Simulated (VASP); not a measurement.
# NaI (P6_3/mmc) in VASP: single point with PBEsol

Aim: the single point of NaI with PBEsol.

Program: VASP 6.6.1. These are calculated values, not measurements. Logs are shortened: lines on timing, memory, paths and dates and some standing lists are left out, and cuts for length are marked.

### Step 1. The cell of the first run

The structure is hexagonal, space group P6_3/mmc (No. 194). Conventional cell: a = 4.505 Å, b = 4.505 Å, c = 7.676 Å, α = 90.00°, β = 90.00°, γ = 120.00°. Na (site symmetry -3m) has 6 I at 3.23 Å and 2 Na at 3.84 Å within 4.3 Å. Within 4.3 Å of I (site symmetry -6m2) lie 6 Na at 3.23 Å.

### Step 2. Single point, PBEsol

INCAR

```
ALGO = Normal
EDIFF = 1E-6
ENCUT = 520
GGA = PS
ISIF = 2
ISMEAR = 0
LASPH = True
LCHARG = True
LELF = True
LREAL = False
LVHAR = True
LWAVE = False
NBANDS = 22
NELM = 60
PREC = Accurate
SIGMA = 0.01
```

KPOINTS

```
k-points
0
Gamma
  6 6 2
```

POSCAR

```
NaI
1.0
    4.5046454743      0.0000000000      0.0000000000
   -2.2523227371      3.9011374158      0.0000000000
    0.0000000000      0.0000000000      7.6757023169
Na I
2 2
Direct
    0.0000000000      0.0000000000      0.0000000000
    0.0000000000      0.0000000000      0.5000000000
    0.3333333333      0.6666666667      0.2500000000
    0.6666666667      0.3333333333      0.7500000000
```

Potentials or basis: VASP PAW PBE potentials, release 64 (Na_pv, I).

Started as:

```console
> cat potpaw_PBE.64/Na_pv/POTCAR potpaw_PBE.64/I/POTCAR > POTCAR
> mpirun -np 1 vasp_std > vasp.out
```

OUTCAR:

```text
EDIFF = 1E-6
   ENCUT = 520
   GGA = PS
   ISIF = 2
   ISMEAR = 0
   LASPH = True
   LREAL = False
   NELM = 60
   PREC = Accurate

 ion  position               nearest neighbor table
   1  0.000  0.000  0.000-
   2  0.000  0.000  0.500-
   3  0.333  0.667  0.250-
   4  0.667  0.333  0.750-

  LATTYP: Found a hexagonal cell.
 ALAT       =     4.5046454743
 C/A-ratio  =     1.7039525887

  Lattice vectors:

 A1 = (   4.5046454743,   0.0000000000,   0.0000000000)
 A2 = (  -2.2523227371,   3.9011374158,   0.0000000000)
 A3 = (   0.0000000000,   0.0000000000,   7.6757023169)

Analysis of symmetry for initial positions (statically):
=====================================================================
 Subroutine PRICEL returns:
 Original cell was already a primitive cell.

 Routine SETGRP: Setting up the symmetry group for a
 hexagonal supercell.

 Subroutine GETGRP returns: Found 24 space group operations
 (whereof 12 operations were pure point group operations)
 out of a pool of 24 trial point group operations.

The static configuration has the point symmetry D_3d.
 The point group associated with its full space group is D_6h.

Analysis of symmetry for dynamics (positions and initial velocities):
=====================================================================
 Subroutine PRICEL returns:
 Original cell was already a primitive cell.

 Routine SETGRP: Setting up the symmetry group for a
 hexagonal supercell.

 Subroutine GETGRP returns: Found 24 space group operations
 (whereof 12 operations were pure point group operations)
 out of a pool of 24 trial point group operations.

The dynamic configuration has the point symmetry D_3d.
 The point group associated with its full space group is D_6h.

 Subroutine INISYM returns: Found 24 space group operations
 (whereof 12 operations are pure point group operations),
 and found     1 'primitive' translations

----------------------------------------------------------------------------------------

                                     Primitive cell

  volume of cell :     134.8870

  direct lattice vectors                    reciprocal lattice vectors
     4.504645474  0.000000000  0.000000000     0.221993053  0.128167749  0.000000000
    -2.252322737  3.901137416  0.000000000     0.000000000  0.256335497  0.000000000
     0.000000000  0.000000000  7.675702317     0.000000000  0.000000000  0.130281238

  length of vectors
     4.504645474  4.504645474  7.675702317     0.256335497  0.256335497  0.130281238

  position of ions in fractional coordinates (direct lattice)
     0.000000000  0.000000000  0.000000000
     0.000000000  0.000000000  0.500000000
     0.333333333  0.666666667  0.250000000
     0.666666667  0.333333333  0.750000000

  ion indices of the primitive-cell ions
   primitive index   ion index
                 1           1
                 2           2
                 3           3
                 4           4

----------------------------------------------------------------------------------------

 KPOINTS: k-points

Automatic generation of k-mesh.
 Grid dimensions read from file:
 generate k-points for:    6    6    2

 Generating k-lattice:

  Cartesian coordinates                     Fractional coordinates (reciprocal lattice)
     0.036998842  0.021361291  0.000000000     0.166666667 -0.000000000  0.000000000
     0.000000000  0.042722583  0.000000000     0.000000000  0.166666667  0.000000000
     0.000000000  0.000000000  0.065140619     0.000000000  0.000000000  0.500000000

  Length of vectors
     0.042722583  0.042722583  0.065140619

  Shift w.r.t. Gamma in fractional coordinates (k-lattice)
     0.000000000  0.000000000  0.000000000

 Subroutine IBZKPT returns following result:
 ===========================================

 Found     14 irreducible k-points:

 Following reciprocal coordinates:
            Coordinates               Weight
  0.000000  0.000000  0.000000      1.000000
  0.166667  0.000000  0.000000      6.000000
  0.333333  0.000000  0.000000      6.000000
  0.500000  0.000000  0.000000      3.000000
  0.166667  0.166667  0.000000      6.000000
  0.333333  0.166667  0.000000     12.000000
  0.333333  0.333333  0.000000      2.000000
  0.000000  0.000000  0.500000      1.000000
  0.166667  0.000000  0.500000      6.000000
  0.333333  0.000000  0.500000      6.000000
  0.500000  0.000000  0.500000      3.000000
  0.166667  0.166667  0.500000      6.000000
  0.333333  0.166667  0.500000     12.000000
  0.333333  0.333333  0.500000      2.000000
   k-points           NKPTS =     14   k-points in BZ     NKDIM =     14   number of bands    NBANDS=     22
   number of dos      NEDOS =    301   number of ions     NIONS =      4
   total plane-waves  NPLWV =  77760
   dimension x,y,z NGX =    36 NGY =   36 NGZ =   60
   dimension x,y,z NGXF=    72 NGYF=   72 NGZF=  120
   ions per type =               2   2
   NGX,Y,Z   is equivalent  to a cutoff of  13.29, 13.29, 13.00 a.u.
   NGXF,Y,Z  is equivalent  to a cutoff of  26.57, 26.57, 25.99 a.u.
 SYSTEM =  unknown system
   PREC   = accura    normal or accurate (medium, high low for compatibility)
   ISTART =      0    job   : 0-new  1-cont  2-samecut
   ICHARG =      2    charge: 1-file 2-atom 10-const
   ISPIN  =      1    spin polarized calculation?
   LNONCOLLINEAR =      F non collinear calculations
   LSORBIT =      F    spin-orbit coupling
   LASPH  =      T    aspherical Exc in radial PAW
   ENCUT  =  520.0 eV  38.22 Ry    6.18 a.u.   8.38  8.38 14.27*2*pi/ulx,y,z
   NELM   =     60;   NELMIN=  2; NELMDL= -5     # of ELM steps
   EDIFF  = 0.1E-05   stopping-criterion for ELM
   LREAL  =      F    real-space projection
[... 7 lines left out ...]
   TEBEG  =    0.0;   TEEND  =   0.0 temperature during run
   PSTRESS=    0.0 pullay stress
   NELECT =      28.0000    total number of electrons
   NUPDOWN=      -1.0000    fix difference up-down
   EMIN   =  10.00;   EMAX   =-10.00  energy-range for DOS
   EFERMI =   0.00;   METHOD = LEGACY
   ISMEAR =     0;   SIGMA  =   0.01  broadening in eV -4-tet -1-fermi 0-gaus
   EFERMI_NEDOS =   21; number of points for ismear=-14 and -15
   IALGO  =     38    algorithm
   IMIX   =      4    mixing-type and parameters
     AMIX     =   0.40;   BMIX     =  1.00
     AMIX_MAG =   1.60;   BMIX_MAG =  1.00
  volume/ion in A,a.u.               =      33.72       227.57
  Fermi-wavevector in a.u.,A,eV,Ry     =   0.969328  1.831765 12.783995  0.939597
  Thomas-Fermi vector in A             =   2.099372
   LORBIT       =      0    0 simple, 1 ext, 2 COOP (PROOUT), +10 PAW based schemes
   GGA     = PS    functional components
   LHFCALC =     F    Hartree Fock is set to
   AEXX    =    0.0000 exact exchange contribution
   IVDW    =     0    specifies the selected vdW correction
   LEPSILON=     F    determine dielectric tensor
   LRPA    =     F    only Hartree local field effects (RPA)
 non-spin polarized calculation
 Gauss-broadening in eV      SIGMA  =   0.01
  energy-cutoff  :      520.00
  volume of cell :      134.89
 maximum number of plane-waves:      3671
 NGX is ok and might be reduce to    36
   NGX = 17   NGY = 17   NGZ = 29

 number of electron      28.0000016 magnetization

 Free energy of the ion-electron system (eV)
  ---------------------------------------------------
  ext. energy  EPLUGINS =         0.00000000
  ---------------------------------------------------
  free energy    TOTEN  =       -11.29048504 eV

  energy without entropy =      -11.29048504  energy(sigma->0) =      -11.29048504

 E-fermi :   0.9061     XC(G=0):  -7.8612

 val. band max:        0.8105168813   @ k =   0.0000   0.0000   0.0000
 cond. band min:       4.2436145208   @ k =   0.0000   0.0000   0.0000
 fundamental gap:      3.4330976395
 Fermi energy:         0.9061299553

 k-point     1 :       0.0000    0.0000    0.0000
  band No.  band energies     occupation
      1     -21.5204      2.00000
      2     -21.5070      2.00000
      3     -21.5070      2.00000
      4     -21.5054      2.00000
      5     -21.5054      2.00000
      6     -21.5036      2.00000
[... 14 lines left out ...]
     21       9.0964      0.00000
     22       9.4143      0.00000

 k-point     2 :       0.1667    0.0000    0.0000
  band No.  band energies     occupation
      1     -21.5200      2.00000
      2     -21.5084      2.00000
      3     -21.5073      2.00000
      4     -21.5064      2.00000
      5     -21.5056      2.00000
      6     -21.5034      2.00000
[... 14 lines left out ...]
     21       9.0812      0.00000
     22       9.1124      0.00000

 k-point     3 :       0.3333    0.0000    0.0000
  band No.  band energies     occupation
      1     -21.5191      2.00000
      2     -21.5109      2.00000
      3     -21.5084      2.00000
      4     -21.5079      2.00000
      5     -21.5060      2.00000
      6     -21.5031      2.00000
[... 14 lines left out ...]
     21       8.7707      0.00000
     22      10.6401      0.00000

 k-point     4 :       0.5000    0.0000    0.0000
  band No.  band energies     occupation
      1     -21.5186      2.00000
      2     -21.5122      2.00000
      3     -21.5094      2.00000
      4     -21.5082      2.00000
      5     -21.5063      2.00000
      6     -21.5030      2.00000
[... 14 lines left out ...]
     21       9.0150      0.00000
     22      10.9074      0.00000

 k-point     5 :       0.1667    0.1667    0.0000
  band No.  band energies     occupation
      1     -21.5193      2.00000
      2     -21.5100      2.00000
      3     -21.5080      2.00000
      4     -21.5077      2.00000
      5     -21.5061      2.00000
      6     -21.5032      2.00000
[... 14 lines left out ...]
     21       9.1821      0.00000
     22       9.5931      0.00000

 k-point     6 :       0.3333    0.1667    0.0000
  band No.  band energies     occupation
      1     -21.5186      2.00000
      2     -21.5116      2.00000
      3     -21.5089      2.00000
      4     -21.5089      2.00000
      5     -21.5068      2.00000
      6     -21.5030      2.00000
[... 14 lines left out ...]
     21       8.9262      0.00000
     22      10.5897      0.00000

 k-point     7 :       0.3333    0.3333    0.0000
  band No.  band energies     occupation
      1     -21.5184      2.00000
      2     -21.5106      2.00000
      3     -21.5106      2.00000
      4     -21.5081      2.00000
      5     -21.5081      2.00000
      6     -21.5029      2.00000
[... 14 lines left out ...]
     21       9.0961      0.00000
     22      10.4618      0.00000

 k-point     8 :       0.0000    0.0000    0.5000
  band No.  band energies     occupation
      1     -21.5120      2.00000
      2     -21.5120      2.00000
      3     -21.5062      2.00000
      4     -21.5062      2.00000
      5     -21.5062      2.00000
      6     -21.5062      2.00000
[... 14 lines left out ...]
     21       8.5390      0.00000
     22       8.5390      0.00000

 k-point     9 :       0.1667    0.0000    0.5000
  band No.  band energies     occupation
      1     -21.5117      2.00000
      2     -21.5117      2.00000
      3     -21.5073      2.00000
      4     -21.5073      2.00000
      5     -21.5065      2.00000
      6     -21.5065      2.00000
[... 14 lines left out ...]
     21       8.9756      0.00000
     22       8.9756      0.00000

 k-point    10 :       0.3333    0.0000    0.5000
  band No.  band energies     occupation
      1     -21.5112      2.00000
      2     -21.5112      2.00000
      3     -21.5096      2.00000
      4     -21.5096      2.00000
      5     -21.5070      2.00000
      6     -21.5070      2.00000
[... 14 lines left out ...]
     21       9.4486      0.00000
     22       9.4486      0.00000

 k-point    11 :       0.5000    0.0000    0.5000
  band No.  band energies     occupation
      1     -21.5111      2.00000
      2     -21.5111      2.00000
      3     -21.5105      2.00000
      4     -21.5105      2.00000
      5     -21.5072      2.00000
      6     -21.5072      2.00000
[... 14 lines left out ...]
     21       9.4955      0.00000
     22       9.4955      0.00000

 k-point    12 :       0.1667    0.1667    0.5000
  band No.  band energies     occupation
      1     -21.5113      2.00000
      2     -21.5113      2.00000
      3     -21.5088      2.00000
      4     -21.5088      2.00000
      5     -21.5071      2.00000
      6     -21.5071      2.00000
[... 14 lines left out ...]
     21       9.0859      0.00000
     22       9.0859      0.00000

 k-point    13 :       0.3333    0.1667    0.5000
  band No.  band energies     occupation
      1     -21.5109      2.00000
      2     -21.5109      2.00000
      3     -21.5101      2.00000
      4     -21.5101      2.00000
      5     -21.5078      2.00000
      6     -21.5078      2.00000
[... 14 lines left out ...]
     21       9.4697      0.00000
     22       9.4697      0.00000

 k-point    14 :       0.3333    0.3333    0.5000
  band No.  band energies     occupation
      1     -21.5106      2.00000
      2     -21.5106      2.00000
      3     -21.5096      2.00000
      4     -21.5096      2.00000
      5     -21.5092      2.00000
      6     -21.5092      2.00000
[... 14 lines left out ...]
     21       9.0011      0.00000
     22       9.0011      0.00000

------------------------ aborting loop because EDIFF is reached ----------------------------------------

  FORCE on cell =-STRESS in cart. coord.  units (eV):
  Direction    XX          YY          ZZ          XY          YZ          ZX
  --------------------------------------------------------------------------------------
  -------------------------------------------------------------------------------------
  Total       -0.3251283     -0.3251283     -0.2976181     -0.0000000      0.0000000      0.0000000
  in kB       -3.8618497     -3.8618497     -3.5350851     -0.0000000      0.0000000      0.0000000
  external PRESSURE =      -3.7529282 kB  Pullay stress =       0.0000000 kB

 VOLUME and BASIS-vectors are now :
 -----------------------------------------------------------------------------
  energy-cutoff  :      520.00
  volume of cell :      134.89
      direct lattice vectors                 reciprocal lattice vectors
     4.504645474  0.000000000  0.000000000     0.221993053  0.128167749  0.000000000
    -2.252322737  3.901137416  0.000000000     0.000000000  0.256335497  0.000000000
     0.000000000  0.000000000  7.675702317     0.000000000  0.000000000  0.130281238

 POSITION                                       TOTAL-FORCE (eV/Angst)
 -----------------------------------------------------------------------------------
      0.00000      0.00000      0.00000         0.000000      0.000000      0.000000
      0.00000      0.00000      3.83785         0.000000      0.000000      0.000000
     -0.00000      2.60076      1.91893         0.000000      0.000000     -0.000000
      2.25232      1.30038      5.75678        -0.000000     -0.000000      0.000000
 -----------------------------------------------------------------------------------
    total drift:                               -0.000000      0.000000      0.000000

  FREE ENERGIE OF THE ION-ELECTRON SYSTEM (eV)
  ---------------------------------------------------
  free  energy   TOTEN  =       -11.2904850390 eV

  energy  without entropy=      -11.2904850390  energy(sigma->0) =      -11.29048504
```

Run time: 37 s. Hardware: 1 thread of Intel Xeon Platinum 8488C (Sapphire Rapids), shared host; peak memory 0.26 GiB.

Results:

```yaml
Free_energy: -11.2905 eV
Pressure: -0.4 GPa
Band_gap_on_the_k_mesh: 3.43 eV
```

Levels at points of the mesh, in eV from the valence-band top:
```csv
k point,band 11,band 12,band 13,band 14,band 15,band 16,band 17,band 18
"(0.00, 0.00, 0.00)",-0.24,-0.19,0.00,0.00,3.43,4.99,7.13,7.80
"(0.50, 0.00, 0.00)",-1.30,-0.73,-0.72,-0.33,5.12,5.28,5.29,7.41
"(0.00, 0.00, 0.50)",-0.12,-0.12,-0.12,-0.12,4.72,4.72,7.24,7.24
"(0.50, 0.00, 0.50)",-0.73,-0.73,-0.54,-0.54,4.83,4.83,6.04,6.04
```

Caveat: the PAW data sets were made with another functional, which shifts forces and pressure a little; spin-orbit coupling is left out, which moves the levels of the heavy elements.
